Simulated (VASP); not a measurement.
# Na (P6_3/mmc) in VASP: notebook

The runs below take Na through single point, with BLYP.

All numbers are computed with VASP 6.6.1; they aren't measurements. Logs are shortened: lines on timing, memory, paths and dates and some standing lists are left out, and cuts for length are marked.

### 1 The cell of the first run

The structure is hexagonal, space group P6_3/mmc (No. 194). Conventional cell: a = 3.762 Å, b = 3.762 Å, c = 12.199 Å, α = 90.00°, β = 90.00°, γ = 120.00°. Na (site symmetry -3m) has 12 Na at 3.74 to 3.76 Å within 4.9 Å. Na (site symmetry -6m2) has 12 Na at 3.74 to 3.76 Å within 4.9 Å.

This isn't the form of Na at room conditions, which is bcc.

### 2 Single point, BLYP

INCAR

```
SYSTEM = Na
  PREC = Accurate
  ENCUT = 520
  EDIFF = 1E-6
  ISMEAR = -1
  SIGMA = 0.1
  LREAL = .False.
  LASPH = .True.
  NELM = 100
  ALGO = Normal
  ISIF = 2
  LWAVE = .False.
  LCHARG = .False.
  GGA = B5
  ALDAX = 1.0
  AGGAX = 1.0
  AGGAC = 1.0
  ALDAC = 0.0
  NBANDS = 22
```

KPOINTS

```
Automatic mesh
0
Gamma
  10 10 3
  0 0 0
```

POSCAR

```
Na
1.0
    3.7622888978      0.0000000000      0.0000000000
   -1.8811444489      3.2582377619      0.0000000000
    0.0000000000      0.0000000000     12.1993593427
Na
4
Direct
    0.0000000000      1.0000000000      0.0000000000
    0.0000000000      1.0000000000      0.5000000000
    0.3333333333      0.6666666667      0.2500000000
    0.6666666667      0.3333333333      0.7500000000
```

Potentials or basis: VASP PAW PBE potentials, release 64 (Na_pv).

Run with:

```sh
cat potpaw_PBE.64/Na_pv/POTCAR > POTCAR
mpirun -np 1 vasp_std > vasp.out
```

OUTCAR:

```text
SYSTEM = Na
   PREC = Accurate
   ENCUT = 520
   EDIFF = 1E-6
   ISMEAR = -1
   LREAL = .False.
   LASPH = .True.
   NELM = 100
   ISIF = 2
   GGA = B5

 ion  position               nearest neighbor table
   1  0.000  0.000  0.000-
   2  0.000  0.000  0.500-
   3  0.333  0.667  0.250-
   4  0.667  0.333  0.750-

  LATTYP: Found a hexagonal cell.
 ALAT       =     3.7622888978
 C/A-ratio  =     3.2425365712

  Lattice vectors:

 A1 = (   3.7622888978,   0.0000000000,   0.0000000000)
 A2 = (  -1.8811444489,   3.2582377619,   0.0000000000)
 A3 = (   0.0000000000,   0.0000000000,  12.1993593427)

Analysis of symmetry for initial positions (statically):
=====================================================================
 Subroutine PRICEL returns:
 Original cell was already a primitive cell.

 Routine SETGRP: Setting up the symmetry group for a
 hexagonal supercell.

 Subroutine GETGRP returns: Found 24 space group operations
 (whereof 12 operations were pure point group operations)
 out of a pool of 24 trial point group operations.

The static configuration has the point symmetry D_3d.
 The point group associated with its full space group is D_6h.

Analysis of symmetry for dynamics (positions and initial velocities):
=====================================================================
 Subroutine PRICEL returns:
 Original cell was already a primitive cell.

 Routine SETGRP: Setting up the symmetry group for a
 hexagonal supercell.

 Subroutine GETGRP returns: Found 24 space group operations
 (whereof 12 operations were pure point group operations)
 out of a pool of 24 trial point group operations.

The dynamic configuration has the point symmetry D_3d.
 The point group associated with its full space group is D_6h.

 Subroutine INISYM returns: Found 24 space group operations
 (whereof 12 operations are pure point group operations),
 and found     1 'primitive' translations

----------------------------------------------------------------------------------------

                                     Primitive cell

  volume of cell :     149.5450

  direct lattice vectors                    reciprocal lattice vectors
     3.762288898  0.000000000  0.000000000     0.265795644  0.153457187  0.000000000
    -1.881144449  3.258237762  0.000000000     0.000000000  0.306914373  0.000000000
     0.000000000  0.000000000 12.199359343     0.000000000  0.000000000  0.081971518

  length of vectors
     3.762288898  3.762288898 12.199359343     0.306914373  0.306914373  0.081971518
[... 73 lines left out ...]
   NGX,Y,Z   is equivalent  to a cutoff of  12.37, 12.37, 13.08 a.u.
   NGXF,Y,Z  is equivalent  to a cutoff of  24.74, 24.74, 26.16 a.u.
 SYSTEM =  Na
   PREC   = accura    normal or accurate (medium, high low for compatibility)
   ISTART =      0    job   : 0-new  1-cont  2-samecut
   ICHARG =      2    charge: 1-file 2-atom 10-const
   ISPIN  =      1    spin polarized calculation?
   LNONCOLLINEAR =      F non collinear calculations
   LSORBIT =      F    spin-orbit coupling
   LASPH  =      T    aspherical Exc in radial PAW
   ENCUT  =  520.0 eV  38.22 Ry    6.18 a.u.   7.00  7.00 22.68*2*pi/ulx,y,z
   NELM   =    100;   NELMIN=  2; NELMDL= -5     # of ELM steps
   EDIFF  = 0.1E-05   stopping-criterion for ELM
   LREAL  =      F    real-space projection
[... 7 lines left out ...]
   TEBEG  =    0.0;   TEEND  =   0.0 temperature during run
   PSTRESS=    0.0 pullay stress
   NELECT =      28.0000    total number of electrons
   NUPDOWN=      -1.0000    fix difference up-down
   EMIN   =  10.00;   EMAX   =-10.00  energy-range for DOS
   EFERMI =   0.00;   METHOD = LEGACY
   ISMEAR =    -1;   SIGMA  =   0.10  broadening in eV -4-tet -1-fermi 0-gaus
   EFERMI_NEDOS =   21; number of points for ismear=-14 and -15
   IALGO  =     38    algorithm
   IMIX   =      4    mixing-type and parameters
     AMIX     =   0.40;   BMIX     =  1.00
     AMIX_MAG =   1.60;   BMIX_MAG =  1.00
  volume/ion in A,a.u.               =      37.39       252.29
  Fermi-wavevector in a.u.,A,eV,Ry     =   0.936563  1.769847 11.934346  0.877150
  Thomas-Fermi vector in A             =   2.063585
   LORBIT       =      0    0 simple, 1 ext, 2 COOP (PROOUT), +10 PAW based schemes
   GGA     = B5    functional components
   LHFCALC =     F    Hartree Fock is set to
   AEXX    =    0.0000 exact exchange contribution
   IVDW    =     0    specifies the selected vdW correction
   LEPSILON=     F    determine dielectric tensor
   LRPA    =     F    only Hartree local field effects (RPA)
 non-spin polarized calculation
  energy-cutoff  :      520.00
  volume of cell :      149.55
 maximum number of plane-waves:      4043
 NGX is ok and might be reduce to    28
   NGX = 13   NGY = 13   NGZ = 45

 number of electron      27.9999987 magnetization

 Free energy of the ion-electron system (eV)
  ---------------------------------------------------
  ext. energy  EPLUGINS =         0.00000000
  ---------------------------------------------------
  free energy    TOTEN  =        -3.77716387 eV

  energy without entropy =       -3.71871712  energy(sigma->0) =       -3.74794049

 E-fermi :   0.6970     XC(G=0):  -6.1037

 val. band max:        0.6107636444   @ k =   0.3000   0.2000   0.3333
 cond. band min:       0.6997035584   @ k =   0.1000   0.1000   0.3333
 fundamental gap:      0.0889399139
 Fermi energy:         0.6969864119

 k-point     1 :       0.0000    0.0000    0.0000
  band No.  band energies     occupation
      1     -24.6066      2.00000
      2     -24.5902      2.00000
      3     -24.5891      2.00000
      4     -24.5777      2.00000
      5     -24.5777      2.00000
      6     -24.5754      2.00000
[... 589 lines left out ...]
     21       5.5525      0.00000
     22       6.0629      0.00000

 [... further k-points ...]
[... 5 lines left out ...]
  --------------------------------------------------------------------------------------
  -------------------------------------------------------------------------------------
  Total       -0.0110381     -0.0110381     -0.0158637      0.0000000      0.0000000      0.0000000
  in kB       -0.1182591     -0.1182591     -0.1699586      0.0000000      0.0000000      0.0000000
  external PRESSURE =      -0.1354922 kB  Pullay stress =       0.0000000 kB

 VOLUME and BASIS-vectors are now :
 -----------------------------------------------------------------------------
  energy-cutoff  :      520.00
  volume of cell :      149.55
      direct lattice vectors                 reciprocal lattice vectors
     3.762288898  0.000000000  0.000000000     0.265795644  0.153457187  0.000000000
    -1.881144449  3.258237762  0.000000000     0.000000000  0.306914373  0.000000000
     0.000000000  0.000000000 12.199359343     0.000000000  0.000000000  0.081971518

 POSITION                                       TOTAL-FORCE (eV/Angst)
 -----------------------------------------------------------------------------------
      0.00000      0.00000      0.00000         0.000000      0.000000      0.000000
      0.00000      0.00000      6.09968        -0.000000      0.000000      0.000000
     -0.00000      2.17216      3.04984         0.000000     -0.000000      0.000000
      1.88114      1.08608      9.14952        -0.000000      0.000000     -0.000000
 -----------------------------------------------------------------------------------
    total drift:                                0.000000     -0.000000      0.000000

  FREE ENERGIE OF THE ION-ELECTRON SYSTEM (eV)
  ---------------------------------------------------
  free  energy   TOTEN  =        -3.7771638657 eV

  energy  without entropy=       -3.7187171215  energy(sigma->0) =       -3.74794049
```

OSZICAR:

```text
N       E                     dE             d eps       ncg     rms          rms(c)
DAV:   1     0.231624309825E+03    0.23162E+03   -0.15097E+04  1312   0.123E+03
DAV:   2     0.880849274358E+01   -0.22282E+03   -0.21858E+03  1250   0.350E+02
DAV:   3    -0.353200706331E+01   -0.12340E+02   -0.12093E+02  1514   0.103E+02
DAV:   4    -0.377156349539E+01   -0.23956E+00   -0.23945E+00  1376   0.140E+01
DAV:   5    -0.377710371203E+01   -0.55402E-02   -0.55401E-02  1490   0.236E+00    0.306E-01
DAV:   6    -0.377576798035E+01    0.13357E-02   -0.46806E-03  1576   0.758E-01    0.194E-01
DAV:   7    -0.377662869739E+01   -0.86072E-03   -0.68932E-03  1418   0.696E-01    0.566E-02
DAV:   8    -0.377709937355E+01   -0.47068E-03   -0.12620E-03  1412   0.349E-01    0.119E-02
DAV:   9    -0.377714157769E+01   -0.42204E-04   -0.75981E-05  1424   0.929E-02    0.730E-03
DAV:  10    -0.377716322306E+01   -0.21645E-04   -0.70281E-05  1370   0.386E-02    0.116E-03
DAV:  11    -0.377716386574E+01   -0.64268E-06   -0.20198E-06  1264   0.885E-03
   1 F= -.37771639E+01 E0= -.37479405E+01  d E =-.584467E-01
```

stdout:

```text
POSCAR found type information on POSCAR Na
 POSCAR found :  1 types and       4 ions
 scaLAPACK will be used
 -----------------------------------------------------------------------------
|                                                                             |
|                                                                             |
|     You enforced a specific xc type in the INCAR file but a different       |
|     I HOPE YOU KNOW WHAT YOU ARE DOING!                                     |
|                                                                             |
 -----------------------------------------------------------------------------

 LDA part: xc-table for (Slater(with rela. corr.)+VWN5), standard interpolation
 POSCAR, INCAR and KPOINTS ok, starting setup
 FFT: planning ... GRIDC
 FFT: planning ... GRID_SOFT
 FFT: planning ... GRID
 WAVECAR not read
 entering main loop
```

Run time: 75 s. Hardware: 1 thread of Oxide Virtual Turin-like, shared host; peak memory 0.24 GiB.

What came out:

```
Free energy            : -3.7772 eV
Pressure               : 0.0 GPa
Band gap on the k mesh : zero (bands 14 and 15 overlap by 3.72 eV)
```

Caveat: the PAW data sets were made with another functional, which shifts forces and pressure a little.

### 3 Single point, BLYP (32.90 Å³/atom)

This run uses another cell than the first one, of 32.90 Å³/atom.

INCAR

```
SYSTEM = Na
PREC = Accurate
ENCUT = 520
EDIFF = 1E-6
ISMEAR = -1
SIGMA = 0.1
LREAL = .FALSE.
LASPH = .TRUE.
NELM = 100
ALGO = Normal
ISIF = 2
LWAVE = .FALSE.
LCHARG = .FALSE.
GGA = B5
ALDAX = 1.0
AGGAX = 1.0
AGGAC = 1.0
ALDAC = 0.0
NBANDS = 22
```

KPOINTS

```
Automatic mesh
0
G
  13 13 4
  0 0 0
```

POSCAR

```
Na
1.0
    3.6053411466      0.0000000000      0.0000000000
   -1.8026705733      3.1223170223      0.0000000000
    0.0000000000      0.0000000000     11.6904505196
Na
4
Direct
    0.0000000000      1.0000000000      0.0000000000
    0.0000000000      1.0000000000      0.5000000000
    0.3333333333      0.6666666667      0.2500000000
    0.6666666667      0.3333333333      0.7500000000
```

Potentials or basis: VASP PAW PBE potentials, release 64 (Na_pv).

Run with:

```sh
cat potpaw_PBE.64/Na_pv/POTCAR > POTCAR
mpirun -np 1 vasp_std > vasp.out
```

OUTCAR:

```text
SYSTEM = Na
   PREC = Accurate
   ENCUT = 520
   EDIFF = 1E-6
   ISMEAR = -1
   LREAL = .FALSE.
   LASPH = .TRUE.
   NELM = 100
   ISIF = 2
   GGA = B5

 ion  position               nearest neighbor table
   1  0.000  0.000  0.000-
   2  0.000  0.000  0.500-
   3  0.333  0.667  0.250-
   4  0.667  0.333  0.750-

  LATTYP: Found a hexagonal cell.
 ALAT       =     3.6053411466
 C/A-ratio  =     3.2425365712

  Lattice vectors:

 A1 = (   3.6053411466,   0.0000000000,   0.0000000000)
 A2 = (  -1.8026705733,   3.1223170223,   0.0000000000)
 A3 = (   0.0000000000,   0.0000000000,  11.6904505196)

Analysis of symmetry for initial positions (statically):
=====================================================================
 Subroutine PRICEL returns:
 Original cell was already a primitive cell.

 Routine SETGRP: Setting up the symmetry group for a
 hexagonal supercell.

 Subroutine GETGRP returns: Found 24 space group operations
 (whereof 12 operations were pure point group operations)
[... 163 lines left out ...]
  ---------------------------------------------------
  ext. energy  EPLUGINS =         0.00000000
  ---------------------------------------------------
  free energy    TOTEN  =        -3.70756610 eV

  energy without entropy =       -3.64255875  energy(sigma->0) =       -3.67506242

 E-fermi :   1.1291     XC(G=0):  -6.4540

 val. band max:        1.0387770127   @ k =   0.0769   0.0000   0.2500
 cond. band min:       1.1361861541   @ k =   0.3846   0.1538   0.0000
 fundamental gap:      0.0974091413
 Fermi energy:         1.1290662193

 k-point     1 :       0.0000    0.0000    0.0000
  band No.  band energies     occupation
      1     -24.1538      2.00000
      2     -24.1275      2.00000
      3     -24.1268      2.00000
      4     -24.1079      2.00000
      5     -24.1079      2.00000
      6     -24.1043      2.00000
[... 589 lines left out ...]
     21       9.0108      0.00000
     22       9.7039      0.00000

 [... further k-points ...]
[... 5 lines left out ...]
  --------------------------------------------------------------------------------------
  -------------------------------------------------------------------------------------
  Total        0.9402217      0.9402217      0.9920315      0.0000000      0.0000000      0.0000000
  in kB       11.4468567     11.4468567     12.0776218      0.0000000      0.0000000      0.0000000
  external PRESSURE =      11.6571117 kB  Pullay stress =       0.0000000 kB

 VOLUME and BASIS-vectors are now :
 -----------------------------------------------------------------------------
  energy-cutoff  :      520.00
  volume of cell :      131.60
      direct lattice vectors                 reciprocal lattice vectors
     3.605341147  0.000000000  0.000000000     0.277366263  0.160137486  0.000000000
    -1.802670573  3.122317022  0.000000000     0.000000000  0.320274973  0.000000000
     0.000000000  0.000000000 11.690450520     0.000000000  0.000000000  0.085539903

 POSITION                                       TOTAL-FORCE (eV/Angst)
 -----------------------------------------------------------------------------------
      0.00000      0.00000      0.00000        -0.000000      0.000000      0.000000
      0.00000      0.00000      5.84523        -0.000000      0.000000      0.000000
     -0.00000      2.08154      2.92261        -0.000000      0.000000      0.000000
      1.80267      1.04077      8.76784         0.000000     -0.000000     -0.000000
 -----------------------------------------------------------------------------------
    total drift:                                0.000000     -0.000000      0.000000

  FREE ENERGIE OF THE ION-ELECTRON SYSTEM (eV)
  ---------------------------------------------------
  free  energy   TOTEN  =        -3.7075660952 eV

  energy  without entropy=       -3.6425587516  energy(sigma->0) =       -3.67506242
```

It took 2 min on 1 thread of Oxide Virtual Turin-like, shared host; peak memory 0.27 GiB.

What came out:

```yaml
Free_energy: -3.7076 eV
Pressure: 1.2 GPa
Band_gap_on_the_k_mesh: zero (bands 14 and 15 overlap by 4.12 eV)
```

Caveat: the PAW data sets were made with another functional, which shifts forces and pressure a little.

(Continued in part 2 of 2.)

The gap in the log of VASP goes by the Fermi energy; the results here count the filled bands.